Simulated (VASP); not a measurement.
Set up this calculation in VASP 6.6.1, as the native input.

| Item | Value |
| --- | --- |
| Task | single point |
| Functional | PBE |
| Potentials or basis | VASP PAW PBE potentials, release 64 (Ti_sv, C) |
| Cutoff | 520 eV |
| k mesh | 16 × 16 × 16 |
| Occupations | gaussian, width 0.1 eV |
| Spin | no spin polarisation |
| Dipole correction | no |
| Further INCAR settings | ALGO = Normal; EDIFF = 1e-07; NBANDS = 15 |

The structure of TiC lies in POSCAR:

```
TiC
1.0
    0.0000000000      2.2176455600      2.2176455600
    2.2176455600      0.0000000000      2.2176455600
    2.2176455600      2.2176455600      0.0000000000
Ti C
1 1
Direct
    0.0000000000      0.0000000000      0.0000000000
    0.5000000000      0.5000000000      0.5000000000
```

This cell differs from its parent crystal: strained.

One way to write it, as run:

INCAR

```
SYSTEM = TiC
PREC     = Accurate       ! precision mode
ENCUT    = 520            ! plane-wave cutoff, eV
EDIFF    = 1E-7           ! SCF threshold, eV
ISMEAR   = 0              ! smearing method
SIGMA    = 0.1            ! smearing width, eV
LREAL    = .FALSE.        ! projectors in reciprocal space
LASPH    = .TRUE.         ! aspherical terms in the spheres
NELM     = 100            ! most SCF steps
ALGO     = Normal         ! electronic algorithm
ISIF     = 2              ! what is computed and relaxed
LWAVE    = .FALSE.        ! write WAVECAR
LCHARG   = .FALSE.        ! write CHGCAR
GGA      = PE             ! functional
NBANDS   = 15             ! bands
```

KPOINTS

```
regular mesh
0
G
  16 16 16
  0 0 0
```

Potentials or basis: VASP PAW PBE potentials, release 64 (Ti_sv, C).

Launch:

```bash
$ cat potpaw_PBE.64/Ti_sv/POTCAR potpaw_PBE.64/C/POTCAR > POTCAR
$ mpirun -np 1 vasp_std > vasp.out
```

It gave:

- Pressure: -15.0 GPa
- Band gap on the k mesh: zero (bands 8 and 9 overlap by 1.05 eV)

Caveat: the cell differs from its parent crystal (strained); the cell stands under tension.

Wall time 20 s on 1 thread of Intel(R) Xeon(R) 6975P-C (Granite Rapids) (shared host), peak memory 0.17 GiB.
